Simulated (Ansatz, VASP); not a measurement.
# One calculation of InSb3, two programs

The input INCAR:

```
SYSTEM = InSb3
  PREC = Accurate
  ENCUT = 520
  EDIFF = 1E-6
  ISMEAR = 1
  SIGMA = 0.13605693122994
  LREAL = .False.
  LASPH = .True.
  NELM = 60
  ALGO = Normal
  ISIF = 2
  LWAVE = .False.
  LCHARG = .False.
  GGA = PE
  NBANDS = 22
```

File KPOINTS:

```
regular mesh
0
Gamma
  4 4 4
  0 0 0
```

Contents of POSCAR:

```
InSb3
1.0
    4.8696159243      0.0000000000      0.0000000000
    0.0000000000      4.8696159243      0.0000000000
    0.0000000000      0.0000000000      4.8696159243
In Sb
1 3
Direct
    0.0000000000      0.0000000000      0.0000000000
    0.5000000000      0.0000000000      0.5000000000
    0.0000000000      0.5000000000      0.5000000000
    0.5000000000      0.5000000000      0.0000000000
```

Input for Ansatz:

```yaml
crystal:
  lattice:
    - [4.8696159243, 0.0, 0.0]
    - [0.0, 4.8696159243, 0.0]
    - [0.0, 0.0, 4.8696159243]
  atoms:
    - { symbol: In, position: [0.0, 0.0, 0.0] }
    - { symbol: Sb, position: [0.5, 0.0, 0.5] }
    - { symbol: Sb, position: [0.0, 0.5, 0.5] }
    - { symbol: Sb, position: [0.5, 0.5, 0.0] }
basis:
  ecutwfc: 420
kpoints:
  mp_grid: { grid: [4, 4, 4] }
hamiltonian:
  xc: pbe
scf:
  occupations: { method: methfessel_paxton, width: "0.01 Ry" }
output:
  forces: true
  stress: true
  eigenvalues: true
```

Alike in both runs: task single point; functional PBE; k mesh 4 × 4 × 4; no spin polarisation.

|  | VASP | Ansatz |
| --- | --- | --- |
| version | VASP 6.6.1 | Ansatz 0.2.0 |
| potentials or method | VASP PAW PBE potentials, release 64 (In_d, Sb), cutoff 520 eV | scalar-relativistic, plane waves, PAW |
| occupations | methfessel-paxton of order 1, width 0.136057 eV | methfessel-paxton of order 1 |
| valence electrons in the cell | 28 | 58 |

|  | VASP | Ansatz | Ansatz less VASP |
| --- | --- | --- | --- |
| gap on the k mesh at the Fermi level (eV) | none | none | - |
| pressure (GPa) | -1.6 | -1.6 | +0.08 |

A gap of «none» marks a metal or a gap that the smearing closes. VASP's potentials hold 28 valence electrons a cell and Ansatz's 58, so a difference there can come from the potentials and not from the codes.

Spin-orbit coupling is off throughout.
